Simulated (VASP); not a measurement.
# CoO (C2/m) in VASP: electric field gradients with PBE

Aim: the electric field gradients of CoO with PBE.

All numbers are computed with VASP 6.6.1; they aren't measurements. Logs are shortened: lines on timing, memory, paths and dates and some standing lists are left out, and cuts for length are marked.

## (1) The cell of the first run

Symmetry: C2/m, No. 12, monoclinic system. The conventional cell has a = 4.215 Å, b = 4.244 Å, c = 2.985 Å, α = 90.00°, β = 134.10°, γ = 90.00°. Within 2.8 Å of Co (site symmetry 2/m) lie 6 O at 2.11 to 2.14 Å. Within 2.8 Å of O (site symmetry 2/m) lie 6 Co at 2.11 to 2.14 Å.

## (2) Electric field gradients, PBE, collinear spin, ferromagnetic start (equal xy, yz and zx shear strains of +1 %)

INCAR

```
SYSTEM = CoO
PREC     = Accurate       ! precision mode
ENCUT    = 520            ! plane-wave cutoff, eV
EDIFF    = 1E-8           ! SCF threshold, eV
ISMEAR   = -1             ! smearing method
SIGMA    = 0.03           ! smearing width, eV
LREAL    = .False.        ! projectors in reciprocal space
LASPH    = .True.         ! aspherical terms in the spheres
NELM     = 150            ! most SCF steps
ALGO     = Normal         ! electronic algorithm
ISIF     = 2              ! what is computed and relaxed
LWAVE    = .False.        ! write WAVECAR
LCHARG   = .False.        ! write CHGCAR
ISPIN    = 2              ! spin polarisation
MAGMOM   = 2 0            ! initial moments
LORBIT   = 11             ! projections on sites
LMAXMIX  = 4              ! l up to which the mixer works
GGA      = PE             ! functional
LEFG     = .True.       
NBANDS   = 18             ! bands
```

KPOINTS

```
Automatic mesh
0
Gamma
  13 13 15
  0 0 0
```

POSCAR

```
CoO
1.0
   -1.4899239024      1.5109964019      2.1072499549
    1.5109964019     -1.4899239024      2.1072499549
    1.5050039039      1.5050039039     -2.0921699534
Co O
1 1
Direct
    0.0000000000      0.0000000000      0.0000000000
    0.5000000000      0.5000000000      0.0000000000
```

Potentials or basis: VASP PAW PBE potentials, release 64 (Co, O).

Launch:

```console
$ cat potpaw_PBE.64/Co/POTCAR potpaw_PBE.64/O/POTCAR > POTCAR
$ mpirun -np 1 vasp_std > vasp.out
```

OUTCAR:

```text
SYSTEM = CoO
   PREC = Accurate
   ENCUT = 520
   EDIFF = 1E-8
   ISMEAR = -1
   LREAL = .False.
   LASPH = .True.
   NELM = 150
   ISIF = 2
   ISPIN = 2
   LORBIT = 11
   GGA = PE

 ion  position               nearest neighbor table
   1  0.000  0.000  0.000-   2 2.11   2 2.11   2 2.12   2 2.12   2 2.14   2 2.14
   2  0.500  0.500  0.000-   1 2.11   1 2.11   1 2.12   1 2.12   1 2.14   1 2.14

  LATTYP: Found a base centered monoclinic cell.
 ALAT       =     4.2146052710
 B/A-ratio  =     1.0069607759
 C/A-ratio  =     0.7081330776
 COS(beta)  =    -0.6959514200

  Lattice vectors:

 A1 = (  -1.4899239024,   1.5109964019,   2.1072499549)
 A2 = (   1.5109964019,  -1.4899239024,   2.1072499549)
 A3 = (   1.5050039039,   1.5050039039,  -2.0921699534)

Analysis of symmetry for initial positions (statically):
=====================================================================
 Subroutine PRICEL returns:
 Original cell was already a primitive cell.

 Routine SETGRP: Setting up the symmetry group for a
 base centered monoclinic supercell.

 Subroutine GETGRP returns: Found  4 space group operations
 (whereof  4 operations were pure point group operations)
 out of a pool of  4 trial point group operations.

The static configuration has the point symmetry C_2h.

Analysis of symmetry for dynamics (positions and initial velocities):
=====================================================================
 Subroutine PRICEL returns:
 Original cell was already a primitive cell.

 Routine SETGRP: Setting up the symmetry group for a
 base centered monoclinic supercell.

 Subroutine GETGRP returns: Found  4 space group operations
 (whereof  4 operations were pure point group operations)
 out of a pool of  4 trial point group operations.

The dynamic configuration has the point symmetry C_2h.

Analysis of structural, dynamic, and magnetic symmetry:
=====================================================================
 Subroutine PRICEL returns:
 Original cell was already a primitive cell.

 Routine SETGRP: Setting up the symmetry group for a
 base centered monoclinic supercell.

 Subroutine GETGRP returns: Found  4 space group operations
 (whereof  4 operations were pure point group operations)
[... 159 lines left out ...]
  band No.  band energies     occupation
      1     -12.2418      1.00000
      2       4.7404      1.00000
      3       4.7488      1.00000
      4       4.8214      1.00000
      5       4.8300      1.00000
      6       4.8714      1.00000
[... 493 lines left out ...]
     17      35.2853      0.00000
     18      36.9442      0.00000

 [... further k-points ...]

 spin component 2

 k-point     1 :       0.0000    0.0000    0.0000
  band No.  band energies     occupation
      1     -11.7365      1.00000
      2       5.3763      1.00000
      3       5.4337      1.00000
      4       5.5051      1.00000
      5       6.8717      1.00000
      6       6.9078      1.00000
[... 493 lines left out ...]
     17      35.6418      0.00000
     18      37.5101      0.00000

 [... further k-points ...]
[... 5 lines left out ...]
  --------------------------------------------------------------------------------------
  -------------------------------------------------------------------------------------
  Total       -0.0657535     -0.0657535     -0.0519855     -0.0168605      0.0413158      0.0413089
  in kB       -5.4964588     -5.4964588     -4.3455630     -1.4093984      3.4536687      3.4530932
  external PRESSURE =      -5.1128269 kB  Pullay stress =       0.0000000 kB

 VOLUME and BASIS-vectors are now :
 -----------------------------------------------------------------------------
  energy-cutoff  :      520.00
  volume of cell :       19.17
      direct lattice vectors                 reciprocal lattice vectors
    -1.489923902  1.510996402  2.107249955    -0.002830196  0.330400913  0.235638222
     1.510996402 -1.489923902  2.107249955     0.330400913 -0.002830196  0.235638222
     1.505003904  1.505003904 -2.092169953     0.329931791  0.329931791 -0.003299318

 POSITION                                       TOTAL-FORCE (eV/Angst)
 -----------------------------------------------------------------------------------
      0.00000      0.00000      0.00000         0.000000     -0.000000      0.000000
      0.01054      0.01054      2.10725        -0.000000      0.000000      0.000000
 -----------------------------------------------------------------------------------
    total drift:                               -0.000000      0.000000     -0.000000

  FREE ENERGIE OF THE ION-ELECTRON SYSTEM (eV)
  ---------------------------------------------------
  free  energy   TOTEN  =       -13.0526160849 eV

  energy  without entropy=      -13.0406703880  energy(sigma->0) =      -13.04664324

 Electric field gradients (V/A^2)
---------------------------------------------------------------------
 ion       V_xx      V_yy      V_zz      V_xy      V_xz      V_yz
---------------------------------------------------------------------
   1      -4.269    -4.269     8.538    -3.482     2.811     2.811
   2      -0.982    -0.982     1.964    -1.170     1.668     1.668
---------------------------------------------------------------------

 Electric field gradients after diagonalization (V/A^2)
 (convention: |V_zz| > |V_xx| > |V_yy|)
----------------------------------------------------------------------
 ion       V_xx      V_yy      V_zz     asymmetry (V_yy - V_xx)/ V_zz
----------------------------------------------------------------------
   1      -8.669    -0.787     9.456       0.834
   2       3.037     0.188    -3.225       0.883
----------------------------------------------------------------------

           NMR quadrupolar parameters

 Cq : quadrupolar parameter    Cq=e*Q*V_zz/h
 eta: asymmetry parameters     (V_yy - V_xx)/ V_zz
 Q  : nuclear electric quadrupole moment in mb (millibarn)
----------------------------------------------------------------------
 ion       Cq(MHz)       eta       Q (mb)
----------------------------------------------------------------------
   1       0.023       0.834       1.000
   2      -0.008       0.883       1.000
----------------------------------------------------------------------

 total charge

# of ion       s       p       d       tot
------------------------------------------
    1        0.296   0.362   7.148   7.806
    2        1.556   3.428   0.000   4.984
--------------------------------------------------
tot          1.852   3.790   7.148  12.790

 magnetization (x)

# of ion       s       p       d       tot
------------------------------------------
    1        0.021   0.018   2.519   2.558
    2        0.029   0.272   0.000   0.301
--------------------------------------------------
tot          0.050   0.290   2.519   2.859
```

Wall time 4.9 min (1 thread of Intel Xeon Platinum 8481C at 2.70GHz (Sapphire Rapids), shared host); peak memory 0.46 GiB.

Results:

- Free energy: -13.0526 eV
- Pressure: -0.5 GPa
- Net moment: 2.91 μB per cell
- Site moments: Co +2.56; O +0.30 μB
- Valence electrons inside the program's atomic spheres: Co 7.81; O 4.98

Levels at points of the mesh, in eV from the Fermi level:
Spin up:
```
           k point  band 7  band 8  band 9  band 10  band 11  band 12
(0.00, 0.00, 0.00)   -3.09   -3.08   -2.98     1.05    16.89    18.00
```
Spin down:
| k point | band 2 | band 3 | band 4 | band 5 | band 6 | band 7 | band 8 | band 9 | band 10 | band 11 |
| --- | --- | --- | --- | --- | --- | --- | --- | --- | --- | --- |
| (0.00, 0.00, 0.00) | -2.64 | -2.59 | -2.52 | -1.15 | -1.11 | -1.09 | 0.03 | 0.07 | 1.60 | 16.80 |

Electric field gradients, principal values (V/Å²):
```csv
atom,least,middle,greatest (by size)
1 Co,-0.787,-8.669,9.456
2 O,0.188,3.037,-3.225
```

Caveat: the cell differs from its parent crystal (equal xy, yz and zx shear strains of +1 %); without QUAD_EFG the Cq values of the log hold for a quadrupole moment of 1 mb, not for the nuclei; a cell with one magnetic atom can't hold antiferromagnetic order, which such compounds often take; semilocal functionals often make such compounds metallic where correlation or magnetic order opens a gap, which also shifts bond lengths.
